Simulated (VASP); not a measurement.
A run of VASP 6.6.1 is set up as follows.

File INCAR:

```
PREC     = Accurate       # precision mode
ENCUT    = 520            # plane-wave cutoff, eV
EDIFF    = 1E-6           # SCF threshold, eV
ISMEAR   = 0              # smearing method
SIGMA    = 0.1            # smearing width, eV
LREAL    = F              # projectors in reciprocal space
LASPH    = T              # aspherical terms in the spheres
NELM     = 80             # most SCF steps
ALGO     = Normal         # electronic algorithm
ISIF     = 2              # what is computed and relaxed
LWAVE    = F              # write WAVECAR
LCHARG   = F              # write CHGCAR
GGA      = PE             # functional
NBANDS   = 29             # bands
```

KPOINTS

```
regular mesh
0
Gamma
  6 6 2
```

The input POSCAR:

```
TiSiTe4
1.0
    4.3443409700      0.0000000000      0.0000000000
   -2.1721704800      3.7623096400      0.0000000000
    0.0000000000      0.0000000000     10.0011608500
Ti Si Te
1 1 4
Direct
    0.0000000000      0.0000000000      0.8736953100
    0.0000000000      0.0000000000      0.4404636000
    0.3333333300      0.6666666700      0.4232875200
    0.6666666700      0.3333333300      0.4232875200
    0.3333333300      0.6666666700      0.9329338500
    0.6666666700      0.3333333300      0.9329338500
```

Potentials or basis: VASP PAW PBE potentials, release 64 (Ti_sv, Si, Te).

Command:

```sh
$ cat potpaw_PBE.64/Ti_sv/POTCAR potpaw_PBE.64/Si/POTCAR potpaw_PBE.64/Te/POTCAR > POTCAR
$ mpirun -np 1 vasp_std > vasp.out
```

Estimate the band gap on the k mesh.

zero (band 20 reaches 7.93 eV, above the bottom of band 21 at 7.14 eV).

What does it give for the pressure?

47.7 GPa.

Predict the largest force.

1.961 eV/Å.

Stress tensor (GPa, compression positive):
```
71.94  0.00  0.00
 0.00 71.94  0.00
 0.00  0.00 -0.77
```

Caveat: spin-orbit coupling is left out, which moves the levels of the heavy elements; this functional lacks dispersion, which binds the layers, so the pressure and a relaxed spacing across them are unreliable; forces of over 1 eV/Å act on the atoms, so gaps and moduli don't describe the material at rest.
